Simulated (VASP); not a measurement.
A run of VASP 6.6.1 is set up as follows.

Contents of POSCAR:

```
Ge
1.0
    2.7367863740      2.7367863740      0.0000000000
   -2.7367863740      2.7367863740      0.0000000000
    0.0000000000      2.7367863740      2.7367863740
Ge
2
Direct
    0.5000000000      0.5000000000      0.0000000000
    0.7500000000      0.2500000000      0.5000000000
```

INCAR.step1

```
PREC     = Accurate       # precision mode
ENCUT    = 520            # plane-wave cutoff, eV
ISMEAR   = 0              # smearing method
SIGMA    = 0.01           # smearing width, eV
LREAL    = False          # projectors in reciprocal space
LASPH    = True           # aspherical terms in the spheres
NELM     = 80             # most SCF steps
NBANDS   = 21             # bands
GGA      = PE             # functional
ALGO     = Normal         # electronic algorithm
EDIFF    = 1E-4           # SCF threshold, eV
LWAVE    = True           # write WAVECAR
LCHARG   = False          # write CHGCAR
```

Contents of INCAR.step2:

```
PREC     = Accurate       # precision mode
ENCUT    = 520            # plane-wave cutoff, eV
EDIFF    = 1E-6           # SCF threshold, eV
ISMEAR   = 0              # smearing method
SIGMA    = 0.01           # smearing width, eV
LREAL    = False          # projectors in reciprocal space
LASPH    = True           # aspherical terms in the spheres
NELM     = 80             # most SCF steps
ALGO     = Normal         # electronic algorithm
ISIF     = 2              # what is computed and relaxed
LWAVE    = False          # write WAVECAR
LCHARG   = False          # write CHGCAR
METAGGA  = R2SCAN         # meta-GGA
LMIXTAU  = True         
NBANDS   = 21             # bands
ISTART   = 1
```

File KPOINTS:

```
Automatic mesh
0
Gamma
  12 12 12
```

Potentials or basis: VASP PAW PBE potentials, release 64 (Ge_d).

Command:

```bash
$ cat potpaw_PBE.64/Ge_d/POTCAR > POTCAR
$ cp INCAR.step1 INCAR
$ mpirun -np 1 vasp_std > vasp.out
$ cp INCAR.step2 INCAR
$ mpirun -np 1 vasp_std > vasp.out
```

(1) What does it give for the band gap on the k mesh?

(2) Predict the pressure.

## Answers

(1) 0.63 eV (least direct gap 1.39 eV).

(2) 10.1 GPa.

Caveat: the cell stands under pressure; semilocal functionals underestimate gaps, and a narrow one can read as zero; the PAW data sets were made with another functional, which shifts forces and pressure a little.
